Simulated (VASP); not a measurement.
Cs8Sn9Br24 (a cell with a defect): single point with PBEsol

System: Cs8Sn9Br24 (a cell with a defect).

```
Cs Sn Br
1.0
    11.50000    0.00000    0.00000
     0.00000   11.50000    0.00000
     0.00000    0.00000   11.50000
Cs Sn Br
8 9 24
Cartesian
  11.4557 11.3793 0.1527
  11.4474 0.0683 5.8387
  11.4352 5.8131 0.0890
  0.3615 6.0873 5.6844
  5.8728 11.1979 11.0380
  5.4306 0.3074 5.7627
  5.6261 5.4942 11.3488
  4.5281 5.6438 5.8020
  8.0546 6.1143 6.0617
  2.7972 2.8767 2.8491
  2.7549 2.7902 8.6894
  2.8097 8.7073 2.8177
  2.8656 8.5673 8.6617
  8.5494 2.8987 2.9514
  8.5871 2.7013 8.6320
  8.4006 8.7755 2.7589
  8.7081 8.2386 8.0961
  3.1810 2.7811 0.0083
  2.3852 2.8062 5.7626
  2.3585 8.6502 0.0065
  2.8745 8.7805 5.7597
  8.1643 2.5732 0.1545
  9.4109 3.2641 5.9136
  8.9431 8.7935 0.0376
  6.7629 8.5423 5.3816
  11.4179 2.7175 2.5039
  11.3816 2.5129 9.1600
  11.4721 8.9792 3.1592
  11.4094 8.7230 8.2670
  5.6591 3.2203 3.3212
  5.6145 3.0244 8.3183
  5.7087 8.4832 1.9135
  5.6062 8.1925 8.8904
  3.0727 0.0423 2.8300
  2.9902 11.4434 8.6483
  2.5693 5.7923 2.7710
  2.4549 5.6855 8.7467
  8.3543 0.1510 3.3538
  8.3781 11.4425 8.0829
  8.9704 5.9386 3.2781
  8.6506 5.6320 9.2840
```

```json
{"Program": "VASP 6.6.1", "Task": "single point", "Functional": "PBEsol", "Potentials or basis": "VASP PAW PBE potentials, release 64 (Cs_sv, Sn_d, Br)", "Cutoff": "520 eV", "k mesh": "1 × 1 × 1, shifted", "Occupations": "fermi-dirac, width 0.05 eV", "Spin": "no spin polarisation"}
```

| Property | Result |
| --- | --- |
| Pressure | 0.2 GPa |
| Largest force | 0.045 eV/Å |
| Band gap on the k mesh | 0.89 eV |

Forces in eV/Å, atoms in the order of the input:
```
Cs   0.002  0.004  0.002
Cs  -0.007  0.005 -0.002
Cs  -0.003  0.002  0.005
Cs  -0.008 -0.007 -0.002
Cs   0.014  0.007 -0.004
Cs  -0.002  0.001  0.003
Cs   0.000 -0.004  0.003
Cs   0.018  0.004  0.000
Sn  -0.018 -0.012  0.007
Sn   0.003 -0.011 -0.020
Sn  -0.007  0.012 -0.002
Sn  -0.015 -0.007 -0.003
Sn  -0.025  0.000 -0.011
Sn  -0.003  0.015  0.042
Sn  -0.023  0.000  0.010
Sn  -0.008  0.005 -0.001
Sn   0.001 -0.004 -0.025
Br  -0.005  0.009  0.019
Br   0.005 -0.003 -0.009
Br   0.008  0.001 -0.018
Br   0.012  0.003  0.013
Br   0.002 -0.009 -0.022
Br   0.015 -0.032  0.017
Br  -0.001  0.001  0.002
Br  -0.005  0.021 -0.005
Br  -0.018  0.004  0.001
Br   0.020  0.015 -0.004
Br   0.024 -0.015  0.018
Br   0.015  0.007  0.022
Br   0.008 -0.009 -0.015
Br  -0.002  0.010 -0.007
Br  -0.012 -0.014  0.000
Br   0.007 -0.008  0.007
Br  -0.008  0.004  0.000
Br   0.013  0.000 -0.002
Br   0.001 -0.015  0.001
Br   0.001 -0.007  0.004
Br   0.002 -0.008 -0.009
Br  -0.005 -0.011  0.006
Br   0.002  0.022 -0.030
Br   0.001  0.023  0.009
```

Stress tensor (GPa, compression positive):
```
 0.32  0.09  0.08
 0.09  0.25 -0.14
 0.08 -0.14 -0.01
```

Levels at points of the mesh, in eV from the valence-band top:
```csv
k point,band 181,band 182,band 183,band 184,band 185,band 186
"(0.25, 0.25, 0.25)",-1.51,-1.21,-0.03,0.97,1.15,1.25
```

Run time: 60 min on 1 thread of AMD EPYC 7R43 64-Core Processor (Zen 3), on a shared host, peak memory 1.9 GiB.

Caveat: the PAW data sets were made with another functional, which shifts forces and pressure a little; spin-orbit coupling is left out, which moves the levels of the heavy elements.
